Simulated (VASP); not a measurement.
# Bi2Te3 in VASP: notebook

Runs on Bi2Te3. Level: PBE. Tasks: electric field gradients.

Everything below comes from runs of VASP 6.6.1. Logs are shortened: lines on timing, memory, paths and dates and some standing lists are left out, and cuts for length are marked.

## 1. The cell of the first run

The structure is trigonal, space group R-3m (No. 166). Conventional cell: a = 4.415 Å, b = 4.415 Å, c = 30.699 Å, α = 90.00°, β = 90.00°, γ = 120.00°. Within 4.1 Å of Bi (site symmetry 3m) lie 6 Te at 3.09 to 3.27 Å. Te (site symmetry -3m) has 6 Bi at 3.27 Å and 12 Te at 4.42 to 4.58 Å within 4.6 Å. Te (site symmetry 3m) has 3 Bi at 3.09 Å and 3 Te at 3.66 Å within 4.1 Å.

## 2. Electric field gradients, PBE (34.55 Å³/atom)

INCAR

```
PREC     = Accurate       # precision mode
ENCUT    = 520            # plane-wave cutoff, eV
EDIFF    = 1E-8           # SCF threshold, eV
ISMEAR   = -1             # smearing method
SIGMA    = 0.08           # smearing width, eV
LREAL    = False          # projectors in reciprocal space
LASPH    = True           # aspherical terms in the spheres
NELM     = 80             # most SCF steps
ALGO     = Normal         # electronic algorithm
ISIF     = 2              # what is computed and relaxed
LWAVE    = False          # write WAVECAR
LCHARG   = False          # write CHGCAR
GGA      = PE             # functional
LEFG     = True         
NBANDS   = 32             # bands
```

KPOINTS

```
regular mesh
0
Gamma
  7 7 7
```

POSCAR

```
Bi2Te3
1.0
    2.2075241642      1.2745146704     10.2329942799
   -2.2075241642      1.2745146704     10.2329942799
    0.0000000000     -2.5490293408     10.2329942799
Bi Te
2 3
Direct
    0.4000000000      0.4000000000      0.4000000000
    0.6000000000      0.6000000000      0.6000000000
    0.0000000000      0.0000000000      0.0000000000
    0.2095000000      0.2095000000      0.2095000000
    0.7905000000      0.7905000000      0.7905000000
```

Potentials or basis: VASP PAW PBE potentials, release 64 (Bi_d, Te).

Command:

```console
$ cat potpaw_PBE.64/Bi_d/POTCAR potpaw_PBE.64/Te/POTCAR > POTCAR
$ mpirun -np 1 vasp_std > vasp.out
```

OUTCAR:

```text
PREC = Accurate
   ENCUT = 520
   EDIFF = 1E-8
   ISMEAR = -1
   LREAL = False
   LASPH = True
   NELM = 80
   ISIF = 2
   GGA = PE

 ion  position               nearest neighbor table
   1  0.400  0.400  0.400-   5 3.09   5 3.09   5 3.09   3 3.27   3 3.27   3 3.27
   2  0.600  0.600  0.600-   4 3.09   4 3.09   4 3.09   3 3.27   3 3.27   3 3.27
   3  0.000  0.000  0.000-   2 3.27   1 3.27   2 3.27   2 3.27   1 3.27   1 3.27
   4  0.209  0.209  0.209-   2 3.09   2 3.09   2 3.09   5 3.66   5 3.66   5 3.66
   5  0.791  0.791  0.791-   1 3.09   1 3.09   1 3.09   4 3.66   4 3.66   4 3.66

  LATTYP: Found a trigonal (rhomboedric) cell.
 ALAT       =    10.5456968719
 COS(alpha) =     0.9123624232

  Lattice vectors:

 A1 = (   2.2075241642,   1.2745146704,  10.2329942799)
 A2 = (  -2.2075241642,   1.2745146704,  10.2329942799)
 A3 = (   0.0000000000,  -2.5490293408,  10.2329942799)

Analysis of symmetry for initial positions (statically):
=====================================================================
 Subroutine PRICEL returns:
 Original cell was already a primitive cell.

 Routine SETGRP: Setting up the symmetry group for a
 trigonal (rhombohedral) supercell.

 Subroutine GETGRP returns: Found 12 space group operations
 (whereof 12 operations were pure point group operations)
 out of a pool of 12 trial point group operations.

The static configuration has the point symmetry D_3d.

Analysis of symmetry for dynamics (positions and initial velocities):
=====================================================================
 Subroutine PRICEL returns:
 Original cell was already a primitive cell.

 Routine SETGRP: Setting up the symmetry group for a
 trigonal (rhombohedral) supercell.

 Subroutine GETGRP returns: Found 12 space group operations
 (whereof 12 operations were pure point group operations)
 out of a pool of 12 trial point group operations.

The dynamic configuration has the point symmetry D_3d.

 Subroutine INISYM returns: Found 12 space group operations
 (whereof 12 operations are pure point group operations),
 and found     1 'primitive' translations

----------------------------------------------------------------------------------------

                                     Primitive cell

  volume of cell :     172.7445

  direct lattice vectors                    reciprocal lattice vectors
     2.207524164  1.274514670 10.232994280     0.226498087  0.130768731  0.032574369
    -2.207524164  1.274514670 10.232994280    -0.226498087  0.130768731  0.032574369
     0.000000000 -2.549029341 10.232994280     0.000000000 -0.261537463  0.032574369

  length of vectors
    10.545696872 10.545696872 10.545696872     0.263558218  0.263558218  0.263558218

  position of ions in fractional coordinates (direct lattice)
     0.400000000  0.400000000  0.400000000
     0.600000000  0.600000000  0.600000000
     0.000000000  0.000000000  0.000000000
     0.209500000  0.209500000  0.209500000
     0.790500000  0.790500000  0.790500000

  ion indices of the primitive-cell ions
   primitive index   ion index
                 1           1
                 2           2
                 3           3
                 4           4
                 5           5

----------------------------------------------------------------------------------------

 KPOINTS: regular mesh

Automatic generation of k-mesh.
 Grid dimensions read from file:
 generate k-points for:    7    7    7

 Generating k-lattice:

  Cartesian coordinates                     Fractional coordinates (reciprocal lattice)
     0.032356870  0.018681247  0.004653481     0.142857143  0.000000000  0.000000000
    -0.032356870  0.018681247  0.004653481     0.000000000  0.142857143  0.000000000
     0.000000000 -0.037362495  0.004653481     0.000000000  0.000000000  0.142857143

[... 46 lines left out ...]
 SYSTEM =  unknown system
   PREC   = accura    normal or accurate (medium, high low for compatibility)
   ISTART =      0    job   : 0-new  1-cont  2-samecut
   ICHARG =      2    charge: 1-file 2-atom 10-const
   ISPIN  =      1    spin polarized calculation?
   LNONCOLLINEAR =      F non collinear calculations
   LSORBIT =      F    spin-orbit coupling
   LASPH  =      T    aspherical Exc in radial PAW
   ENCUT  =  520.0 eV  38.22 Ry    6.18 a.u.  19.61 19.61 19.61*2*pi/ulx,y,z
   NELM   =     80;   NELMIN=  2; NELMDL= -5     # of ELM steps
   EDIFF  = 0.1E-07   stopping-criterion for ELM
   LREAL  =      F    real-space projection
   EDIFFG = 0.1E-06   stopping-criterion for IOM
   NSW    =      0    number of steps for IOM
   IBRION =     -1    ionic relax: 0-MD 1-quasi-New 2-CG
   NFREE  =      0    steps in history (QN), initial steepest desc. (CG)
   ISIF   =      2    stress and relaxation
   ISYM   =      2    0-nonsym 1-usesym 2-fastsym
   POTIM  = 0.5000    time-step for ionic-motion
   TEBEG  =    0.0;   TEEND  =   0.0 temperature during run
   PSTRESS=    0.0 pullay stress
   NELECT =      48.0000    total number of electrons
   NUPDOWN=      -1.0000    fix difference up-down
   EMIN   =  10.00;   EMAX   =-10.00  energy-range for DOS
   EFERMI =   0.00;   METHOD = LEGACY
   ISMEAR =    -1;   SIGMA  =   0.08  broadening in eV -4-tet -1-fermi 0-gaus
   EFERMI_NEDOS =   21; number of points for ismear=-14 and -15
   IALGO  =     38    algorithm
   IMIX   =      4    mixing-type and parameters
     AMIX     =   0.40;   BMIX     =  1.00
     AMIX_MAG =   1.60;   BMIX_MAG =  1.00
  volume/ion in A,a.u.               =      34.55       233.15
  Fermi-wavevector in a.u.,A,eV,Ry     =   1.068285  2.018766 15.527417  1.141233
  Thomas-Fermi vector in A             =   2.203928
   LORBIT       =      0    0 simple, 1 ext, 2 COOP (PROOUT), +10 PAW based schemes
   GGA     = PE    functional components
   LHFCALC =     F    Hartree Fock is set to
   AEXX    =    0.0000 exact exchange contribution
   IVDW    =     0    specifies the selected vdW correction
   LEPSILON=     F    determine dielectric tensor
   LRPA    =     F    only Hartree local field effects (RPA)
 non-spin polarized calculation
  energy-cutoff  :      520.00
  volume of cell :      172.74
 maximum number of plane-waves:      4677
   NGX = 39   NGY = 39   NGZ = 39

 number of electron      47.9999999 magnetization

 Free energy of the ion-electron system (eV)
  ---------------------------------------------------
  ext. energy  EPLUGINS =         0.00000000
  ---------------------------------------------------
  free energy    TOTEN  =       -18.36523051 eV

  energy without entropy =      -18.36383280  energy(sigma->0) =      -18.36453165

 E-fermi :   6.1164     XC(G=0):  -9.2408

 val. band max:        5.9584373163   @ k =   0.0000   0.0000   0.0000
 cond. band min:       6.2502201085   @ k =   0.0000   0.0000   0.0000
 fundamental gap:      0.2917827923
 Fermi energy:         6.1164030921

 k-point     1 :       0.0000    0.0000    0.0000
  band No.  band energies     occupation
      1     -17.2232      2.00000
      2     -17.2232      2.00000
      3     -17.2219      2.00000
      4     -17.2219      2.00000
      5     -17.2164      2.00000
      6     -17.2152      2.00000
[... 829 lines left out ...]
     31      10.4546      0.00000
     32      10.4974      0.00000

 [... further k-points ...]

------------------------ aborting loop because EDIFF is reached ----------------------------------------

  FORCE on cell =-STRESS in cart. coord.  units (eV):
  Direction    XX          YY          ZZ          XY          YZ          ZX
  --------------------------------------------------------------------------------------
  -------------------------------------------------------------------------------------
  Total        0.9933101      0.9933101      0.7117359      0.0000000      0.0000000      0.0000000
  in kB        9.2127897      9.2127897      6.6012349      0.0000000      0.0000000      0.0000000
  external PRESSURE =       8.3422714 kB  Pullay stress =       0.0000000 kB

 VOLUME and BASIS-vectors are now :
 -----------------------------------------------------------------------------
  energy-cutoff  :      520.00
  volume of cell :      172.74
      direct lattice vectors                 reciprocal lattice vectors
     2.207524164  1.274514670 10.232994280     0.226498087  0.130768731  0.032574369
    -2.207524164  1.274514670 10.232994280    -0.226498087  0.130768731  0.032574369
     0.000000000 -2.549029341 10.232994280     0.000000000 -0.261537463  0.032574369

 POSITION                                       TOTAL-FORCE (eV/Angst)
 -----------------------------------------------------------------------------------
      0.00000      0.00000     12.27959         0.000000     -0.000000      0.075914
      0.00000      0.00000     18.41939         0.000000      0.000000     -0.075914
      0.00000      0.00000      0.00000         0.000000      0.000000      0.000000
      0.00000      0.00000      6.43144         0.000000      0.000000      0.150476
      0.00000      0.00000     24.26755         0.000000     -0.000000     -0.150476
 -----------------------------------------------------------------------------------
    total drift:                               -0.000000     -0.000000     -0.000000

  FREE ENERGIE OF THE ION-ELECTRON SYSTEM (eV)
  ---------------------------------------------------
  free  energy   TOTEN  =       -18.3652305113 eV

  energy  without entropy=      -18.3638327985  energy(sigma->0) =      -18.36453165

 Electric field gradients (V/A^2)
---------------------------------------------------------------------
 ion       V_xx      V_yy      V_zz      V_xy      V_xz      V_yz
---------------------------------------------------------------------
   1     -13.081   -13.081    26.162     0.000     0.000     0.000
   2     -13.081   -13.081    26.162     0.000    -0.000     0.000
   3     -47.034   -47.034    94.069    -0.000    -0.000     0.000
   4      -5.031    -5.031    10.063    -0.000    -0.000     0.000
   5      -5.031    -5.031    10.063    -0.000    -0.000     0.000
---------------------------------------------------------------------

 Electric field gradients after diagonalization (V/A^2)
 (convention: |V_zz| > |V_xx| > |V_yy|)
----------------------------------------------------------------------
 ion       V_xx      V_yy      V_zz     asymmetry (V_yy - V_xx)/ V_zz
----------------------------------------------------------------------
   1     -13.081   -13.081    26.162       0.000
   2     -13.081   -13.081    26.162       0.000
   3     -47.034   -47.034    94.069       0.000
   4      -5.031    -5.031    10.063       0.000
   5      -5.031    -5.031    10.063       0.000
----------------------------------------------------------------------

           NMR quadrupolar parameters

 Cq : quadrupolar parameter    Cq=e*Q*V_zz/h
 eta: asymmetry parameters     (V_yy - V_xx)/ V_zz
 Q  : nuclear electric quadrupole moment in mb (millibarn)
----------------------------------------------------------------------
 ion       Cq(MHz)       eta       Q (mb)
----------------------------------------------------------------------
   1       0.063       0.000       1.000
   2       0.063       0.000       1.000
   3       0.227       0.000       1.000
   4       0.024       0.000       1.000
   5       0.024       0.000       1.000
----------------------------------------------------------------------
```

It took 31 min on 1 thread of Intel Xeon Platinum 8375C at 2.90GHz (Ice Lake), shared host; peak memory 1 GiB.

Results:

| Quantity | Value |
| --- | --- |
| Free energy | -18.3652 eV |
| Pressure | 0.8 GPa |
| Largest force | 0.150 eV/Å |
| Band gap on the k mesh | 0.29 eV |
| Largest electric field gradient by atom | Bi +26.2; Te +94.1, +10.1 (each value once) V/Å² |

Forces on the atoms (eV/Å):
```
Bi   0.000  0.000  0.076
Bi   0.000  0.000 -0.076
Te   0.000  0.000  0.000
Te   0.000  0.000  0.150
Te   0.000  0.000 -0.150
```

Levels at points of the mesh, in eV from the valence-band top:
| k point | band 21 | band 22 | band 23 | band 24 | band 25 | band 26 | band 27 | band 28 |
| --- | --- | --- | --- | --- | --- | --- | --- | --- |
| (0.00, 0.00, 0.00) | -1.65 | -0.82 | -0.82 | 0.00 | 0.29 | 0.68 | 0.68 | 1.97 |

Electric field gradients, principal values (V/Å²):
| atom | least | middle | greatest (by size) |
| --- | --- | --- | --- |
| 1 Bi | -13.081 | -13.081 | 26.162 |
| 2 Bi | -13.081 | -13.081 | 26.162 |
| 3 Te | -47.034 | -47.034 | 94.069 |
| 4 Te | -5.031 | -5.031 | 10.063 |
| 5 Te | -5.031 | -5.031 | 10.063 |

Caveat: without QUAD_EFG the Cq values of the log hold for a quadrupole moment of 1 mb, not for the nuclei; spin-orbit coupling is left out, which moves the levels of the heavy elements.

## 3. Electric field gradients, PBE (34.55 Å³/atom)

INCAR

```
SYSTEM = Bi2Te3
PREC = Accurate ; ENCUT = 520
EDIFF = 1E-8 ; ISMEAR = -1
SIGMA = 0.08 ; LREAL = .False.
LASPH = .True. ; NELM = 80
ALGO = Normal ; ISIF = 2
LWAVE = .False. ; LCHARG = .False.
GGA = PE ; LEFG = .True.
NBANDS = 32
```

KPOINTS

```
regular mesh
0
Gamma
  7 7 7
  0 0 0
```

POSCAR is that of step 2.

Potentials or basis: VASP PAW PBE potentials, release 64 (Bi_d, Te).

Command:

```console
$ cat potpaw_PBE.64/Bi_d/POTCAR potpaw_PBE.64/Te/POTCAR > POTCAR
$ mpirun -np 1 vasp_std > vasp.out
```

OUTCAR:

```text
SYSTEM = Bi2Te3
   PREC = Accurate
   ENCUT = 520
   EDIFF = 1E-8
   ISMEAR = -1
   LREAL = .False.
   LASPH = .True.
   NELM = 80
   ISIF = 2
   GGA = PE

 ion  position               nearest neighbor table
   1  0.400  0.400  0.400-   5 3.09   5 3.09   5 3.09   3 3.27   3 3.27   3 3.27
   2  0.600  0.600  0.600-   4 3.09   4 3.09   4 3.09   3 3.27   3 3.27   3 3.27
   3  0.000  0.000  0.000-   2 3.27   1 3.27   2 3.27   2 3.27   1 3.27   1 3.27
   4  0.209  0.209  0.209-   2 3.09   2 3.09   2 3.09   5 3.66   5 3.66   5 3.66
   5  0.791  0.791  0.791-   1 3.09   1 3.09   1 3.09   4 3.66   4 3.66   4 3.66

  LATTYP: Found a trigonal (rhomboedric) cell.
 ALAT       =    10.5456968719
 COS(alpha) =     0.9123624232

  Lattice vectors:

 A1 = (   2.2075241642,   1.2745146704,  10.2329942799)
 A2 = (  -2.2075241642,   1.2745146704,  10.2329942799)
 A3 = (   0.0000000000,  -2.5490293408,  10.2329942799)

Analysis of symmetry for initial positions (statically):
=====================================================================
 Subroutine PRICEL returns:
 Original cell was already a primitive cell.
[... 1049 lines left out ...]
      0.00000      0.00000     24.26755         0.000000     -0.000000     -0.150476
 -----------------------------------------------------------------------------------
    total drift:                               -0.000000     -0.000000     -0.000000

  FREE ENERGIE OF THE ION-ELECTRON SYSTEM (eV)
  ---------------------------------------------------
  free  energy   TOTEN  =       -18.3652305113 eV

  energy  without entropy=      -18.3638327985  energy(sigma->0) =      -18.36453165

 Electric field gradients (V/A^2)
---------------------------------------------------------------------
 ion       V_xx      V_yy      V_zz      V_xy      V_xz      V_yz
---------------------------------------------------------------------
   1     -13.081   -13.081    26.162     0.000     0.000     0.000
   2     -13.081   -13.081    26.162     0.000    -0.000     0.000
   3     -47.034   -47.034    94.069    -0.000    -0.000     0.000
   4      -5.031    -5.031    10.063    -0.000    -0.000     0.000
   5      -5.031    -5.031    10.063    -0.000    -0.000     0.000
---------------------------------------------------------------------

 Electric field gradients after diagonalization (V/A^2)
 (convention: |V_zz| > |V_xx| > |V_yy|)
----------------------------------------------------------------------
 ion       V_xx      V_yy      V_zz     asymmetry (V_yy - V_xx)/ V_zz
----------------------------------------------------------------------
   1     -13.081   -13.081    26.162       0.000
   2     -13.081   -13.081    26.162       0.000
   3     -47.034   -47.034    94.069       0.000
   4      -5.031    -5.031    10.063       0.000
   5      -5.031    -5.031    10.063       0.000
----------------------------------------------------------------------

           NMR quadrupolar parameters

 Cq : quadrupolar parameter    Cq=e*Q*V_zz/h
 eta: asymmetry parameters     (V_yy - V_xx)/ V_zz
 Q  : nuclear electric quadrupole moment in mb (millibarn)
----------------------------------------------------------------------
 ion       Cq(MHz)       eta       Q (mb)
----------------------------------------------------------------------
   1       0.063       0.000       1.000
   2       0.063       0.000       1.000
   3       0.227       0.000       1.000
   4       0.024       0.000       1.000
   5       0.024       0.000       1.000
----------------------------------------------------------------------
```

Run time: 27 min. Hardware: 1 thread of Intel Xeon Platinum 8375C at 2.90GHz (Ice Lake), shared host; peak memory 1 GiB.

Results:

```
Free energy                             : -18.3652 eV
Pressure                                : 0.8 GPa
Largest force                           : 0.150 eV/Å
Band gap on the k mesh                  : 0.29 eV
Largest electric field gradient by atom : Bi +26.2; Te +94.1, +10.1 (each value once) V/Å²
```

Forces in eV/Å, atoms in the order of the input:
```
Bi   0.000  0.000  0.076
Bi   0.000  0.000 -0.076
Te   0.000  0.000  0.000
Te   0.000  0.000  0.150
Te   0.000  0.000 -0.150
```

Levels at points of the mesh, in eV from the valence-band top:
```csv
k point,band 21,band 22,band 23,band 24,band 25,band 26,band 27,band 28
"(0.00, 0.00, 0.00)",-1.65,-0.82,-0.82,0.00,0.29,0.68,0.68,1.97
```

Electric field gradients, principal values (V/Å²):
```tsv
atom	least	middle	greatest (by size)
1 Bi	-13.081	-13.081	26.162
2 Bi	-13.081	-13.081	26.162
3 Te	-47.034	-47.034	94.069
4 Te	-5.031	-5.031	10.063
5 Te	-5.031	-5.031	10.063
```

Caveat: without QUAD_EFG the Cq values of the log hold for a quadrupole moment of 1 mb, not for the nuclei; spin-orbit coupling is left out, which moves the levels of the heavy elements. A k mesh can miss the band edges.

(Part 1 of 2 ends here.)
